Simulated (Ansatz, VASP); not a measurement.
## One calculation of CoNiO2, two programs

Contents of INCAR:

```
  ALGO = Normal
  EDIFF = 1E-7
  ENCUT = 520
  GGA = PS
  ISIF = 2
  ISMEAR = -1
  ISPIN = 2
  LASPH = T
  LCHARG = F
  LMAXMIX = 4
  LORBIT = 11
  LREAL = F
  LWAVE = F
  MAGMOM = 1 2 0 0
  NBANDS = 28
  NELM = 150
  PREC = Accurate
  SIGMA = 0.05
```

KPOINTS

```
k-points
0
Gamma
  9 9 6
```

POSCAR

```
CoNiO2
1.0
    2.9735937763      0.0000000000      0.0000000000
    0.0000000000      2.9735937763      0.0000000000
    0.0000000000      0.0000000000      4.1652200993
Ni Co O
1 1 2
Direct
    0.0000000000      0.0000000000      0.0000000000
    0.5000000000      0.5000000000      0.5000000000
    0.0000000000      0.0000000000      0.5000000000
    0.5000000000      0.5000000000      0.0000000000
```

Contents of input.yaml:

```yaml
crystal:
  lattice:
    - [2.9735937763, 0.0, 0.0]
    - [0.0, 2.9735937763, 0.0]
    - [0.0, 0.0, 4.1652200993]
  atoms:
    - { symbol: Ni, position: [0.0, 0.0, 0.0], spin: 1.0 }
    - { symbol: Co, position: [0.5, 0.5, 0.5], spin: 2.0 }
    - { symbol: O, position: [0.0, 0.0, 0.5] }
    - { symbol: O, position: [0.5, 0.5, 0.0] }
kpoints:
  mp_grid: { grid: [9, 9, 6] }
scf:
  occupations: { method: fermi_dirac, width: 0.05 }
hamiltonian:
  xc: pbesol
  pseudopotentials: { kind: all_electron, lapw: { basis_error: 0.001 } }
magnetization:
  spin_polarized: true
output:
  forces: true
  stress: true
  eigenvalues: true
```

Change from the starting cell: volume scaled by 0.96.

Alike in both runs: task single point; functional PBEsol; k mesh 9 × 9 × 6; occupations fermi-dirac, width 0.05 eV; collinear spin.

```csv
,VASP,Ansatz
version,VASP 6.6.1,Ansatz 0.2.0
potentials or method,"VASP PAW PBE potentials, release 64 (Ni, Co, O), cutoff 520 eV","all-electron LAPW, scalar-relativistic"
```

```csv
,VASP,Ansatz,Ansatz less VASP
gap on the k mesh at the Fermi level (eV),none,none,-
pressure (GPa),-8.3,-6.1,+2.20
"traceless stress, the component that is largest in VASP (GPa)",1.12,1.37,+0.248
net moment per atom (μB),0.90,1.06,+0.160
size of the moment on the site where the two differ most (μB),0.78,1.28,+0.497
```

The net moments are unlike, so the other rows may belong to different states. VASP's potentials were made for PBE, not for PBEsol. Site moments also hang on the region over which each program counts them. A gap of «none» marks a metal or a gap that the smearing closes. Ansatz ran all-electron here, and VASP with PAW potentials.
